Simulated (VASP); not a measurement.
# BN (Cm) in VASP: notebook, part 2 of 2

VASP 6.6.1. Earlier steps stand in the parts before.

### 4 Single point, PBE+D3(BJ) (atom 2 (N) moved by (-0.450, +0.225) A along y and z)

The input, INCAR:

```
SYSTEM = BN
  ALGO = Normal
  EDIFF = 1E-6
  ENCUT = 600
  GGA = PE
  GGA_COMPAT = .FALSE.
  ISIF = 2
  ISMEAR = 0
  IVDW = 12
  LASPH = .TRUE.
  LCHARG = .FALSE.
  LREAL = .FALSE.
  LWAVE = .FALSE.
  NBANDS = 11
  NELM = 120
  PREC = Accurate
  SIGMA = 0.05
```

The input, KPOINTS:

```
k-points
0
G
  12 12 12
  0 0 0
```

The input, POSCAR:

```
BN
1.0
    0.0000000000      3.4953158300      2.1660912400
    1.2516321000      0.0000000000      2.1660912400
    1.2516321000      3.4953158300      0.0000000000
B N
1 1
Direct
    0.0000486500      0.0000486500      0.9999513500
    0.6542163450      0.7829600758      0.2170399242
```

Potentials or basis: VASP PAW PBE potentials, release 64 (B, N).

The run is started by

```
> cat potpaw_PBE.64/B/POTCAR potpaw_PBE.64/N/POTCAR > POTCAR
> mpirun -np 1 vasp_std > vasp.out
```

OUTCAR:

```text
SYSTEM = BN
   EDIFF = 1E-6
   ENCUT = 600
   GGA = PE
   ISIF = 2
   ISMEAR = 0
   IVDW = 12
   LASPH = .TRUE.
   LREAL = .FALSE.
   NELM = 120
   PREC = Accurate
 IVDW          = 12

 ion  position               nearest neighbor table
   1  0.000  0.000  1.000-   2 1.30   2 1.63   2 1.63
   2  0.654  0.783  0.217-   1 1.30   1 1.63   1 1.63

  LATTYP: Found a face centered orthorhombic cell.
 ALAT       =     2.5032642000
 B/A-ratio  =     1.7306133647
 C/A-ratio  =     2.7926064137

  Lattice vectors:

 A1 = (   0.0000000000,   3.4953158300,   2.1660912400)
 A2 = (  -1.2516321000,   3.4953158300,   0.0000000000)
 A3 = (  -1.2516321000,   0.0000000000,   2.1660912400)

Analysis of symmetry for initial positions (statically):
=====================================================================
 Subroutine PRICEL returns:
 Original cell was already a primitive cell.

 Routine SETGRP: Setting up the symmetry group for a
 face centered orthorhombic supercell.

 Subroutine GETGRP returns: Found  2 space group operations
 (whereof  2 operations were pure point group operations)
 out of a pool of  8 trial point group operations.

The static configuration has the point symmetry C_1h.

Analysis of symmetry for dynamics (positions and initial velocities):
=====================================================================
 Subroutine PRICEL returns:
 Original cell was already a primitive cell.

 Routine SETGRP: Setting up the symmetry group for a
 face centered orthorhombic supercell.

 Subroutine GETGRP returns: Found  2 space group operations
 (whereof  2 operations were pure point group operations)
 out of a pool of  8 trial point group operations.

The dynamic configuration has the point symmetry C_1h.

 Subroutine INISYM returns: Found  2 space group operations
 (whereof  2 operations are pure point group operations),
 and found     1 'primitive' translations

----------------------------------------------------------------------------------------

                                     Primitive cell

  volume of cell :      18.9526

  direct lattice vectors                    reciprocal lattice vectors
     0.000000000  3.495315830  2.166091240    -0.399478409  0.143048590  0.230830535
     1.251632100  0.000000000  2.166091240     0.399478409 -0.143048590  0.230830535
     1.251632100  3.495315830  0.000000000     0.399478409  0.143048590 -0.230830535

  length of vectors
     4.112077822  2.501706252  3.712656147     0.483041027  0.483041027  0.483041027

  position of ions in fractional coordinates (direct lattice)
     0.000048650  0.000048650  0.999951350
     0.654216345  0.782960076  0.217039924

  ion indices of the primitive-cell ions
   primitive index   ion index
                 1           1
                 2           2

----------------------------------------------------------------------------------------

 KPOINTS: k-points

Automatic generation of k-mesh.
 Grid dimensions read from file:
 generate k-points for:   12   12   12

 Generating k-lattice:

  Cartesian coordinates                     Fractional coordinates (reciprocal lattice)
    -0.033289867  0.011920716  0.019235878     0.083333333  0.000000000  0.000000000
     0.033289867 -0.011920716  0.019235878     0.000000000  0.083333333  0.000000000
     0.033289867  0.011920716 -0.019235878     0.000000000  0.000000000  0.083333333
[... 40 lines left out ...]
   number of dos      NEDOS =    301   number of ions     NIONS =      2
   total plane-waves  NPLWV =  21600
   dimension x,y,z NGX =    36 NGY =   20 NGZ =   30
   dimension x,y,z NGXF=    72 NGYF=   40 NGZF=   60
   ions per type =               1   1
   NGX,Y,Z   is equivalent  to a cutoff of  14.55, 13.29, 13.43 a.u.
   NGXF,Y,Z  is equivalent  to a cutoff of  29.11, 26.58, 26.87 a.u.
 SYSTEM =  BN
   PREC   = accura    normal or accurate (medium, high low for compatibility)
   ISTART =      0    job   : 0-new  1-cont  2-samecut
   ICHARG =      2    charge: 1-file 2-atom 10-const
   ISPIN  =      1    spin polarized calculation?
   LNONCOLLINEAR =      F non collinear calculations
   LSORBIT =      F    spin-orbit coupling
   LASPH  =      T    aspherical Exc in radial PAW
   ENCUT  =  600.0 eV  44.10 Ry    6.64 a.u.   8.21  5.00  7.42*2*pi/ulx,y,z
   NELM   =    120;   NELMIN=  2; NELMDL= -5     # of ELM steps
   EDIFF  = 0.1E-05   stopping-criterion for ELM
   LREAL  =      F    real-space projection
   EDIFFG = 0.1E-04   stopping-criterion for IOM
   NSW    =      0    number of steps for IOM
   IBRION =     -1    ionic relax: 0-MD 1-quasi-New 2-CG
   NFREE  =      0    steps in history (QN), initial steepest desc. (CG)
   ISIF   =      2    stress and relaxation
   ISYM   =      2    0-nonsym 1-usesym 2-fastsym
   POTIM  = 0.5000    time-step for ionic-motion
   TEBEG  =    0.0;   TEEND  =   0.0 temperature during run
   PSTRESS=    0.0 pullay stress
   NELECT =       8.0000    total number of electrons
   NUPDOWN=      -1.0000    fix difference up-down
   EMIN   =  10.00;   EMAX   =-10.00  energy-range for DOS
   EFERMI =   0.00;   METHOD = LEGACY
   ISMEAR =     0;   SIGMA  =   0.05  broadening in eV -4-tet -1-fermi 0-gaus
   EFERMI_NEDOS =   21; number of points for ismear=-14 and -15
   IALGO  =     38    algorithm
   IMIX   =      4    mixing-type and parameters
     AMIX     =   0.40;   BMIX     =  1.00
     AMIX_MAG =   1.60;   BMIX_MAG =  1.00
  volume/ion in A,a.u.               =       9.48        63.95
  Fermi-wavevector in a.u.,A,eV,Ry     =   1.228047  2.320672 20.518928  1.508099
  Thomas-Fermi vector in A             =   2.362987
   LORBIT       =      0    0 simple, 1 ext, 2 COOP (PROOUT), +10 PAW based schemes
   GGA     = PE    functional components
   LHFCALC =     F    Hartree Fock is set to
   AEXX    =    0.0000 exact exchange contribution
   IVDW    =    12    specifies the selected vdW correction
   LEPSILON=     F    determine dielectric tensor
   LRPA    =     F    only Hartree local field effects (RPA)
 non-spin polarized calculation
 Gauss-broadening in eV      SIGMA  =   0.05
  energy-cutoff  :      600.00
  volume of cell :       18.95
 maximum number of plane-waves:       650
 NGX is ok and might be reduce to    36
   NGX = 17   NGY =  9   NGZ = 15

 number of electron       8.0000000 magnetization

 Free energy of the ion-electron system (eV)
  ---------------------------------------------------
  ext. energy  EPLUGINS =         0.00000000
  ---------------------------------------------------
  free energy    TOTEN  =       -15.39153935 eV

  energy without entropy =      -15.39153931  energy(sigma->0) =      -15.39153933

 E-fermi :   3.9205     XC(G=0):  -9.9721

 val. band max:        3.7789943560   @ k =   0.0000   0.0000   0.0000
 cond. band min:       4.0513212787   @ k =   0.0000   0.5000   0.5000
 fundamental gap:      0.2723269227
 Fermi energy:         3.9205148340

 k-point     1 :       0.0000    0.0000    0.0000
  band No.  band energies     occupation
      1     -15.4905      2.00000
      2      -2.0772      2.00000
      3      -0.0564      2.00000
      4       3.7790      1.99994
      5       4.5180      0.00000
      6      11.1077      0.00000
      7      13.7323      0.00000
      8      16.6923      0.00000
      9      18.4109      0.00000
     10      26.8929      0.00000
     11      27.7748      0.00000
[... 309 lines left out ...]
 k-point    24 :       0.0833    0.5000    0.0000
  band No.  band energies     occupation
      1     -12.2628      2.00000
      2      -5.8583      2.00000
      3      -1.4065      2.00000
      4       0.8567      2.00000
      5       5.5386      0.00000
      6      10.7279      0.00000
      7      14.6947      0.00000
      8      17.9634      0.00000
      9      19.6325      0.00000
     10      22.1787      0.00000
     11      23.3762      0.00000

 [... further k-points ...]

------------------------ aborting loop because EDIFF is reached ----------------------------------------

 Edisp (eV)   -0.26711

 E8    (eV) :    -0.0780

  FORCE on cell =-STRESS in cart. coord.  units (eV):
  Direction    XX          YY          ZZ          XY          YZ          ZX
  --------------------------------------------------------------------------------------
  -------------------------------------------------------------------------------------
  Total       0.23174    -2.44305     4.25680     0.00000     3.76079     0.00000
  in kB      19.59019  -206.52511   359.85236     0.00000   317.92117     0.00000
  external pressure =       57.64 kB  Pullay stress =        0.00 kB

 VOLUME and BASIS-vectors are now :
 -----------------------------------------------------------------------------
  energy-cutoff  :      600.00
  volume of cell :       18.95
      direct lattice vectors                 reciprocal lattice vectors
     0.000000000  3.495315830  2.166091240    -0.399478409  0.143048590  0.230830535
     1.251632100  0.000000000  2.166091240     0.399478409 -0.143048590  0.230830535
     1.251632100  3.495315830  0.000000000     0.399478409  0.143048590 -0.230830535

 POSITION                                       TOTAL-FORCE (eV/Angst)
 -----------------------------------------------------------------------------------
      1.25163      3.49532      0.00021         0.000000     -4.248392      8.571543
      1.25163      3.04532      3.11306         0.000000      4.248392     -8.571543
 -----------------------------------------------------------------------------------
    total drift:                               -0.000002     -0.000111     -0.000025

  FREE ENERGIE OF THE ION-ELECTRON SYSTEM (eV)
  ---------------------------------------------------
  free  energy   TOTEN  =       -15.6586449018 eV

  energy  without entropy=      -15.6586448652  energy(sigma->0) =      -15.65864488
```

stdout:

```text
POSCAR found type information on POSCAR B N
 POSCAR found :  2 types and       2 ions
 scaLAPACK will be used
 LDA part: xc-table for (Slater+PW92), standard interpolation
 POSCAR, INCAR and KPOINTS ok, starting setup
 FFT: planning ... GRIDC
 FFT: planning ... GRID_SOFT
 FFT: planning ... GRID
 WAVECAR not read
 entering main loop
```

Wall time 96 s (1 thread of Intel Xeon 6975P-C, shared host); peak memory 0.26 GiB.

Results:

```yaml
Free_energy: -15.6586 eV
Pressure: 5.8 GPa
Largest_force: 9.567 eV/Å
Band_gap_on_the_k_mesh: 0.27 eV, indirect (least direct gap 0.74 eV)
Dispersion_energy_per_atom: -0.134 eV
```

Forces in eV/Å, atoms in the order of the input:
```
B    0.000 -4.248  8.572
N    0.000  4.248 -8.572
```

Stress tensor (GPa, compression positive):
```
  1.96   0.00   0.00
  0.00 -20.65  31.79
  0.00  31.79  35.99
```

Caveat: the cell differs from its parent crystal (atom 2 (N) moved by (-0.450, +0.225) A along y and z); forces of over 1 eV/Å act on the atoms, so gaps and moduli don't describe the material at rest. A k mesh can miss the band edges.

### 5 Single point, PBE+D3(BJ) (atom 2 (N) moved by (-0.225, -0.450) A along y and z)

The input, INCAR:

```
PREC = Accurate
ENCUT = 600
EDIFF = 1E-6
ISMEAR = 0
SIGMA = 0.05
LREAL = False
LASPH = True
NELM = 120
ALGO = Normal
ISIF = 2
LWAVE = False
LCHARG = False
GGA = PE
IVDW = 12
NBANDS = 11
GGA_COMPAT = False
```

The input, KPOINTS:

```
regular mesh
0
Gamma
  12 12 12
```

Changes to POSCAR since step 4:

```diff
@@ -9,2 +9,2 @@
     0.0000486500      0.0000486500      0.9999513500
-    0.6542163450      0.7829600758      0.2170399242
+    0.5305916665      0.5949635319      0.4050364681
```

The run is started by

```
> cat potpaw_PBE.64/B/POTCAR potpaw_PBE.64/N/POTCAR > POTCAR
> mpirun -np 1 vasp_std > vasp.out
```

Wall time 86 s (1 thread of Intel Xeon 6975P-C, shared host); peak memory 0.26 GiB.

It converged, with:

* Free energy: -15.5787 eV
* Pressure: 33.6 GPa
* Largest force: 4.725 eV/Å
* Band gap on the k mesh: 1.21 eV, indirect (least direct gap 1.98 eV)
* Dispersion energy per atom: -0.134 eV

Forces in eV/Å, atoms in the order of the input:
```
B    0.000 -1.011 -4.615
N    0.000  1.011  4.615
```

Stress tensor (GPa, compression positive):
```
71.90  0.00  0.00
 0.00 -4.79 -8.95
 0.00 -8.95 33.74
```

Levels at points of the mesh, in eV from the valence-band top:
```csv
k point,band 1,band 2,band 3,band 4,band 5,band 6,band 7,band 8,band 9
"(0.00, 0.00, 0.00)",-19.79,-7.37,-6.58,-0.03,1.96,7.46,11.63,12.59,16.95
"(0.50, 0.00, 0.00)",-17.25,-11.20,-3.28,-2.86,1.38,4.15,10.82,13.73,17.67
"(0.00, 0.50, 0.00)",-17.25,-11.21,-3.32,-2.70,1.21,4.09,10.82,14.24,17.89
"(0.50, 0.50, 0.00)",-16.36,-10.11,-8.69,-3.88,5.96,7.72,10.74,12.12,13.92
"(0.50, 0.00, 0.50)",-19.59,-8.29,-7.39,0.00,6.20,7.75,10.54,12.77,16.71
"(0.00, 0.50, 0.50)",-16.23,-9.92,-8.72,-4.85,4.63,7.72,10.45,14.95,16.82
```

Caveat: the cell differs from its parent crystal (atom 2 (N) moved by (-0.225, -0.450) A along y and z); forces of over 1 eV/Å act on the atoms, so gaps and moduli don't describe the material at rest.
